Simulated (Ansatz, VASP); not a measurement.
## Two plane-wave programs on MgO

INCAR

```
SYSTEM = MgO
  ALGO = Normal
  EDIFF = 1E-6
  ENCUT = 520
  GGA = PS
  ISIF = 2
  ISMEAR = 0
  LASPH = .TRUE.
  LCHARG = .TRUE.
  LELF = .TRUE.
  LREAL = .FALSE.
  LVHAR = .TRUE.
  LWAVE = .FALSE.
  NBANDS = 11
  NELM = 60
  PREC = Accurate
  SIGMA = 0.05
```

File KPOINTS:

```
k-points
0
G
  10 10 10
  0 0 0
```

File POSCAR:

```
MgO
1.0
    0.0000000000      2.1075959641      2.1075959641
    2.1075959641      0.0000000000      2.1075959641
    2.1075959641      2.1075959641      0.0000000000
Mg O
1 1
Direct
    0.0000000000      0.0000000000      0.0504720810
    0.5000000000      0.5000000000      0.4233249623
```

Input for Ansatz:

```yaml
crystal:
  lattice:
    - [0.0, 2.1075959641, 2.1075959641]
    - [2.1075959641, 0.0, 2.1075959641]
    - [2.1075959641, 2.1075959641, 0.0]
  atoms:
    - { symbol: Mg, position: [0.0, 0.0, 0.050472081] }
    - { symbol: O, position: [0.5, 0.5, 0.4233249623] }
basis:
  ecutwfc: 520.0
kpoints:
  mp_grid: { grid: [10, 10, 10] }
hamiltonian:
  xc: pbesol
  pseudopotentials: { kind: paw, azcp: { folder: soft_1 } }
scf:
  occupations: { method: gaussian, width: 0.05 }
output:
  forces: true
  stress: true
  eigenvalues: true
```

Change from the starting cell: mode 4 frozen in at -0.162 Å and mode 5 at -0.162 Å (largest displacements).

Alike in both runs: task single point; functional PBEsol; k mesh 10 × 10 × 10; occupations gaussian, width 0.05 eV; no spin polarisation.

|  | VASP | Ansatz |
| --- | --- | --- |
| version | VASP 6.6.1 | Ansatz 0.2.0 |
| potentials or method | VASP PAW PBE potentials, release 64 (Mg, O), cutoff 520 eV | scalar-relativistic, plane waves, PAW |
| valence electrons in the cell | 8 | 16 |

|  | VASP | Ansatz | Ansatz less VASP |
| --- | --- | --- | --- |
| gap on the k mesh at the Fermi level (eV) | 4.54 | 4.54 | 0.000 |
| least direct gap on the mesh (eV) | 4.55 | 4.55 | -0.002 |
| pressure (GPa) | 13.4 | 13.6 | +0.13 |
| traceless stress, the component that is largest in VASP (GPa) | -16.85 | -16.47 | +0.387 |
| rms of the force components (eV/Å) | 1.404 | 1.380 | -0.0247 |

VASP's potentials were made for PBE, not for PBEsol, and Ansatz warns of the same on its side. Atom by atom the forces differ by 0.025 eV/Å (rms over components). VASP's potentials hold 8 valence electrons a cell and Ansatz's 16, so a difference there can come from the potentials and not from the codes.
